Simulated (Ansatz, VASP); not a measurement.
**Two plane-wave programs on Ti**

```
CELL_PARAMETERS angstrom
4.51608 0.00000 0.00000
-2.25804 3.91104 0.00000
0.00000 0.00000 2.79695
ATOMIC_POSITIONS crystal
Ti 0.00000 0.00000 0.00000
Ti 0.33333 0.66667 0.50000
Ti 0.66667 0.33333 0.50000
```

Alike in both runs: functional PBEsol; k mesh 8 × 8 × 11; occupations gaussian, width 0.1 eV; no spin polarisation.

Ansatz relaxed the structure, and its values are those at the end. VASP's run is a single point on that final structure, the one shown.

```csv
,VASP,Ansatz
version,VASP 6.6.1,Ansatz 0.2.0
potentials or method,"VASP PAW PBE potentials, release 64 (Ti_sv)","plane waves, PAW"
plane-wave cutoff (eV),520,420
valence electrons in the cell,36,36
```

VASP gave:

* pressure (GPa): -0.3

Task: Estimate Ansatz's values.

Result: Pressure (GPa): 0.0.

VASP's potentials were made for PBE, not for PBEsol.
